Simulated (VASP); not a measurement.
# Au (P4/nmm) in VASP: a series of runs, part 2 of 3

VASP 6.6.1. The steps go on from the part before.

### 4 Single point, PBEsol (atoms displaced along a vibrational mode)

INCAR reads:

```
SYSTEM = Au
PREC = Accurate ; ENCUT = 520
EDIFF = 1E-7 ; ISMEAR = 0
SIGMA = 0.15 ; LREAL = .False.
LASPH = .True. ; NELM = 100
ALGO = Fast ; ISIF = 2
LWAVE = .False. ; LCHARG = .True.
GGA = PS ; LELF = .True.
LVHAR = .True. ; NBANDS = 18
```

KPOINTS reads:

```
Automatic mesh
0
Gamma
  16 16 12
  0 0 0
```

POSCAR reads:

```
Au
1.0
    0.0000000000     -2.0455000000     -2.0455000000
    0.0000000000      2.0455000000     -2.0455000000
    4.0910000000      0.0000000000      0.0000000000
Au
2
Direct
    0.5000000000      0.5000000000      0.4755560988
    0.0000000000      0.0000000000      0.0244439012
```

Potentials or basis: VASP PAW PBE potentials, release 64 (Au).

Command:

```
$ cat potpaw_PBE.64/Au/POTCAR > POTCAR
$ mpirun -np 1 vasp_std > vasp.out
```

OUTCAR:

```text
SYSTEM = Au
   PREC = Accurate
   ENCUT = 520
   EDIFF = 1E-7
   ISMEAR = 0
   LREAL = .False.
   LASPH = .True.
   NELM = 100
   ISIF = 2
   GGA = PS

 ion  position               nearest neighbor table
   1  0.500  0.500  0.476-   2 2.75   2 2.75   2 2.75   2 2.75   2 3.04   2 3.04   2 3.04   2 3.04

   2  0.000  0.000  0.024-   1 2.75   1 2.75   1 2.75   1 2.75   1 3.04   1 3.04   1 3.04   1 3.04

  LATTYP: Found a simple tetragonal cell.
 ALAT       =     2.8927738418
 C/A-ratio  =     1.4142135624

  Lattice vectors:

 A1 = (   0.0000000000,  -2.0455000000,  -2.0455000000)
 A2 = (   0.0000000000,   2.0455000000,  -2.0455000000)
 A3 = (   4.0910000000,   0.0000000000,   0.0000000000)

Analysis of symmetry for initial positions (statically):
=====================================================================
 Subroutine PRICEL returns:
 Original cell was already a primitive cell.

 Routine SETGRP: Setting up the symmetry group for a
 simple tetragonal supercell.

 Subroutine GETGRP returns: Found 16 space group operations
 (whereof  8 operations were pure point group operations)
 out of a pool of 16 trial point group operations.

The static configuration has the point symmetry C_4v.
 The point group associated with its full space group is D_4h.

Analysis of symmetry for dynamics (positions and initial velocities):
=====================================================================
 Subroutine PRICEL returns:
 Original cell was already a primitive cell.

 Routine SETGRP: Setting up the symmetry group for a
 simple tetragonal supercell.

 Subroutine GETGRP returns: Found 16 space group operations
 (whereof  8 operations were pure point group operations)
 out of a pool of 16 trial point group operations.

The dynamic configuration has the point symmetry C_4v.
 The point group associated with its full space group is D_4h.

 Subroutine INISYM returns: Found 16 space group operations
 (whereof  8 operations are pure point group operations),
 and found     1 'primitive' translations

----------------------------------------------------------------------------------------

                                     Primitive cell

  volume of cell :      34.2341

  direct lattice vectors                    reciprocal lattice vectors
     0.000000000 -2.045500000 -2.045500000     0.000000000 -0.244439012 -0.244439012
     0.000000000  2.045500000 -2.045500000     0.000000000  0.244439012 -0.244439012
     4.091000000  0.000000000  0.000000000     0.244439012  0.000000000  0.000000000

  length of vectors
     2.892773842  2.892773842  4.091000000     0.345688967  0.345688967  0.244439012

  position of ions in fractional coordinates (direct lattice)
     0.500000000  0.500000000  0.475556099
     0.000000000  0.000000000  0.024443901

  ion indices of the primitive-cell ions
   primitive index   ion index
                 1           1
                 2           2

----------------------------------------------------------------------------------------

 KPOINTS: Automatic mesh

Automatic generation of k-mesh.
 Grid dimensions read from file:
 generate k-points for:   16   16   12

 Generating k-lattice:

  Cartesian coordinates                     Fractional coordinates (reciprocal lattice)
     0.000000000 -0.015277438 -0.015277438     0.062500000  0.000000000  0.000000000
     0.000000000  0.015277438 -0.015277438     0.000000000  0.062500000  0.000000000
     0.020369918  0.000000000  0.000000000     0.000000000  0.000000000  0.083333333

  Length of vectors
     0.021605560  0.021605560  0.020369918

  Shift w.r.t. Gamma in fractional coordinates (k-lattice)
     0.000000000  0.000000000  0.000000000

 Subroutine IBZKPT returns following result:
 ===========================================

 Found    315 irreducible k-points:

 Following reciprocal coordinates:
            Coordinates               Weight
  0.000000  0.000000  0.000000      1.000000
  0.062500  0.000000  0.000000      4.000000
  0.125000  0.000000  0.000000      4.000000
  0.187500  0.000000  0.000000      4.000000
  0.250000  0.000000  0.000000      4.000000
  0.312500  0.000000  0.000000      4.000000
[... 16 lines left out ...]
  0.437500  0.125000  0.000000      8.000000
  0.500000  0.125000  0.000000      4.000000
 [... further k-points ...]
   k-points           NKPTS =    315   k-points in BZ     NKDIM =    315   number of bands    NBANDS=     18
   number of dos      NEDOS =    301   number of ions     NIONS =      2
   total plane-waves  NPLWV =  17280
   dimension x,y,z NGX =    24 NGY =   24 NGZ =   30
   dimension x,y,z NGXF=    48 NGYF=   48 NGZF=   60
   ions per type =               2
   NGX,Y,Z   is equivalent  to a cutoff of  13.79, 13.79, 12.19 a.u.
   NGXF,Y,Z  is equivalent  to a cutoff of  27.59, 27.59, 24.38 a.u.
 SYSTEM =  Au
   PREC   = accura    normal or accurate (medium, high low for compatibility)
   ISTART =      0    job   : 0-new  1-cont  2-samecut
   ICHARG =      2    charge: 1-file 2-atom 10-const
   ISPIN  =      1    spin polarized calculation?
   LNONCOLLINEAR =      F non collinear calculations
   LSORBIT =      F    spin-orbit coupling
   LASPH  =      T    aspherical Exc in radial PAW
   ENCUT  =  520.0 eV  38.22 Ry    6.18 a.u.   5.38  5.38  7.61*2*pi/ulx,y,z
   NELM   =    100;   NELMIN=  2; NELMDL= -5     # of ELM steps
   EDIFF  = 0.1E-06   stopping-criterion for ELM
   LREAL  =      F    real-space projection
   EDIFFG = 0.1E-05   stopping-criterion for IOM
   NSW    =      0    number of steps for IOM
   IBRION =     -1    ionic relax: 0-MD 1-quasi-New 2-CG
   NFREE  =      0    steps in history (QN), initial steepest desc. (CG)
   ISIF   =      2    stress and relaxation
   ISYM   =      2    0-nonsym 1-usesym 2-fastsym
   POTIM  = 0.5000    time-step for ionic-motion
   TEBEG  =    0.0;   TEEND  =   0.0 temperature during run
   PSTRESS=    0.0 pullay stress
   NELECT =      22.0000    total number of electrons
   NUPDOWN=      -1.0000    fix difference up-down
   EMIN   =  10.00;   EMAX   =-10.00  energy-range for DOS
   EFERMI =   0.00;   METHOD = LEGACY
   ISMEAR =     0;   SIGMA  =   0.15  broadening in eV -4-tet -1-fermi 0-gaus
   EFERMI_NEDOS =   21; number of points for ismear=-14 and -15
   IALGO  =     68    algorithm
   IMIX   =      4    mixing-type and parameters
     AMIX     =   0.40;   BMIX     =  1.00
     AMIX_MAG =   1.60;   BMIX_MAG =  1.00
  volume/ion in A,a.u.               =      17.12       115.51
  Fermi-wavevector in a.u.,A,eV,Ry     =   1.412742  2.669696 27.155058  1.995840
  Thomas-Fermi vector in A             =   2.534459
   LORBIT       =      0    0 simple, 1 ext, 2 COOP (PROOUT), +10 PAW based schemes
   GGA     = PS    functional components
   LHFCALC =     F    Hartree Fock is set to
   AEXX    =    0.0000 exact exchange contribution
   IVDW    =     0    specifies the selected vdW correction
   LEPSILON=     F    determine dielectric tensor
   LRPA    =     F    only Hartree local field effects (RPA)
 non-spin polarized calculation
 RMM-DIIS sequential band-by-band and
 Gauss-broadening in eV      SIGMA  =   0.15
  energy-cutoff  :      520.00
  volume of cell :       34.23
 maximum number of plane-waves:       937
 NGX is ok and might be reduce to    24
   NGX = 11   NGY = 11   NGZ = 15

 number of electron      22.0000008 magnetization

 Free energy of the ion-electron system (eV)
  ---------------------------------------------------
  ext. energy  EPLUGINS =         0.00000000
  ---------------------------------------------------
  free energy    TOTEN  =        -7.69305840 eV

  energy without entropy =       -7.68706897  energy(sigma->0) =       -7.69006368

 E-fermi :   9.2095     XC(G=0): -12.8404

 val. band max:        9.2077690104   @ k =   0.5000   0.1875   0.0833
 cond. band min:       9.2335507077   @ k =   0.5000   0.1250   0.2500
 fundamental gap:      0.0257816973
 Fermi energy:         9.2095378199

 k-point     1 :       0.0000    0.0000    0.0000
  band No.  band energies     occupation
      1      -0.7034      2.00000
      2       2.1193      2.00000
      3       2.3726      2.00000
      4       4.4896      2.00000
      5       4.4896      2.00000
      6       4.6087      2.00000
[... 10 lines left out ...]
     17      26.2166      0.00000
     18      27.7732      0.00000
[... 466 lines left out ...]
      2       3.0720      2.00000
      3       3.5691      2.00000
      4       3.5691      2.00000
      5       4.3271      2.00000
      6       4.3271      2.00000
[... 10 lines left out ...]
     17      23.5842      0.00000
     18      23.5842      0.00000

 [... further k-points ...]

------------------------ aborting loop because EDIFF is reached ----------------------------------------

  FORCE on cell =-STRESS in cart. coord.  units (eV):
  Direction    XX          YY          ZZ          XY          YZ          ZX
  --------------------------------------------------------------------------------------
  -------------------------------------------------------------------------------------
  Total        0.4777660      0.5861212      0.5861212     -0.0000000      0.0000000      0.0000000
  in kB       22.3597746     27.4308691     27.4308691     -0.0000000      0.0000000      0.0000000
  external PRESSURE =      25.7405042 kB  Pullay stress =       0.0000000 kB

 VOLUME and BASIS-vectors are now :
 -----------------------------------------------------------------------------
  energy-cutoff  :      520.00
  volume of cell :       34.23
      direct lattice vectors                 reciprocal lattice vectors
     0.000000000 -2.045500000 -2.045500000     0.000000000 -0.244439012 -0.244439012
     0.000000000  2.045500000 -2.045500000     0.000000000  0.244439012 -0.244439012
     4.091000000  0.000000000  0.000000000     0.244439012  0.000000000  0.000000000

 POSITION                                       TOTAL-FORCE (eV/Angst)
 -----------------------------------------------------------------------------------
      1.94550      0.00000     -2.04550         1.609452      0.000000      0.000000
      0.10000      0.00000      0.00000        -1.609452     -0.000000     -0.000000
 -----------------------------------------------------------------------------------
    total drift:                               -0.000000      0.000000     -0.000000

  FREE ENERGIE OF THE ION-ELECTRON SYSTEM (eV)
  ---------------------------------------------------
  free  energy   TOTEN  =        -7.6930584015 eV

  energy  without entropy=       -7.6870689664  energy(sigma->0) =       -7.69006368
```

stdout:

```text
POSCAR found type information on POSCAR Au
 POSCAR found :  1 types and       2 ions
 scaLAPACK will be used
 -----------------------------------------------------------------------------
|                                                                             |
|                                                                             |
|     You enforced a specific xc type in the INCAR file but a different       |
|     I HOPE YOU KNOW WHAT YOU ARE DOING!                                     |
|                                                                             |
 -----------------------------------------------------------------------------

 LDA part: xc-table for (Slater+PW92), standard interpolation
 POSCAR, INCAR and KPOINTS ok, starting setup
 FFT: planning ... GRIDC
 FFT: planning ... GRID_SOFT
 FFT: planning ... GRID
 WAVECAR not read
 entering main loop
```

It took 3.4 min on 1 thread of Intel Xeon 8259CL, shared host; peak memory 0.27 GiB.

What came out:

```
Free energy            : -7.6931 eV
Pressure               : 2.6 GPa
Largest force          : 1.609 eV/Å
Band gap on the k mesh : zero (bands 11 and 12 overlap by 7.00 eV)
```

Forces on the atoms (eV/Å):
```
Au   1.609  0.000  0.000
Au  -1.609  0.000  0.000
```

Levels at points of the mesh, in eV from the Fermi level:
| k point | band 9 | band 10 | band 11 | band 12 | band 13 | band 14 |
| --- | --- | --- | --- | --- | --- | --- |
| (0.00, 0.00, 0.00) | -1.94 | -1.64 | -1.64 | 1.18 | 5.56 | 9.97 |
| (0.50, 0.00, 0.00) | -2.82 | -2.82 | -0.31 | -0.31 | 7.97 | 7.97 |
| (0.50, 0.50, 0.00) | -1.65 | -1.65 | 0.99 | 0.99 | 5.73 | 5.73 |
| (0.00, 0.00, 0.50) | -3.03 | -3.03 | -2.97 | -2.29 | 14.17 | 14.17 |
| (0.50, 0.00, 0.50) | -1.87 | -1.87 | -0.94 | -0.94 | 3.01 | 3.01 |
| (0.50, 0.50, 0.50) | -1.65 | -1.65 | 4.66 | 4.66 | 5.50 | 5.50 |

Caveat: the cell differs from its parent crystal (atoms displaced along a vibrational mode); the PAW data sets were made with another functional, which shifts forces and pressure a little; spin-orbit coupling is left out, which moves the levels of the heavy elements.

### 5 Single point, PBEsol (atoms displaced along a vibrational mode)

INCAR reads:

```
SYSTEM = Au
PREC = Accurate
ENCUT = 520
EDIFF = 1E-6
ISMEAR = 0
SIGMA = 0.15
LREAL = .False.
LASPH = .True.
NELM = 80
ALGO = Fast
ISIF = 2
LWAVE = .False.
LCHARG = .False.
GGA = PS
NBANDS = 18
```

KPOINTS reads:

```
regular mesh
0
Gamma
  16 16 12
  0 0 0
```

POSCAR reads:

```
Au
1.0
    0.0000000000     -2.0455000000     -2.0455000000
    0.0000000000      2.0455000000     -2.0455000000
    4.0910000000      0.0000000000      0.0000000000
Au
2
Direct
    0.5000000000      0.5000000000      0.5427768272
    0.0000000000      0.0000000000     -0.0427768272
```

Command:

```
$ cat potpaw_PBE.64/Au/POTCAR > POTCAR
$ mpirun -np 1 vasp_std > vasp.out
```

It took 2.9 min on 1 thread of Intel Xeon 8259CL, shared host; peak memory 0.27 GiB.

The run converged. Its results:

| Property | Result |
| --- | --- |
| Free energy | -7.3484 eV |
| Pressure | 10.8 GPa |
| Largest force | 3.032 eV/Å |
| Band gap on the k mesh | zero (bands 11 and 12 overlap by 6.73 eV) |

Forces in eV/Å, atoms in the order of the input:
```
Au  -3.032  0.000  0.000
Au   3.032  0.000  0.000
```

Stress tensor (GPa, compression positive):
```
 9.50  0.00  0.00
 0.00 11.38  0.00
 0.00  0.00 11.38
```

Levels at points of the mesh, in eV from the Fermi level:
```tsv
k point	band 9	band 10	band 11	band 12	band 13	band 14
(0.00, 0.00, 0.00)	-1.87	-1.71	-1.71	1.59	5.26	9.99
(0.50, 0.00, 0.00)	-2.48	-2.48	-0.38	-0.38	7.37	7.37
(0.50, 0.50, 0.00)	-1.74	-1.74	1.00	1.00	5.76	5.76
(0.00, 0.00, 0.50)	-2.87	-2.83	-2.83	-2.10	13.18	13.77
(0.50, 0.00, 0.50)	-1.76	-1.76	-0.87	-0.87	2.95	2.95
(0.50, 0.50, 0.50)	-1.74	-1.74	4.63	4.63	4.98	4.98
```

Caveat: the cell differs from its parent crystal (atoms displaced along a vibrational mode); the cell stands under pressure; the PAW data sets were made with another functional, which shifts forces and pressure a little; spin-orbit coupling is left out, which moves the levels of the heavy elements.

(Continued in part 3 of 3.)

The gap in the log of VASP goes by the Fermi energy; the results here count the filled bands.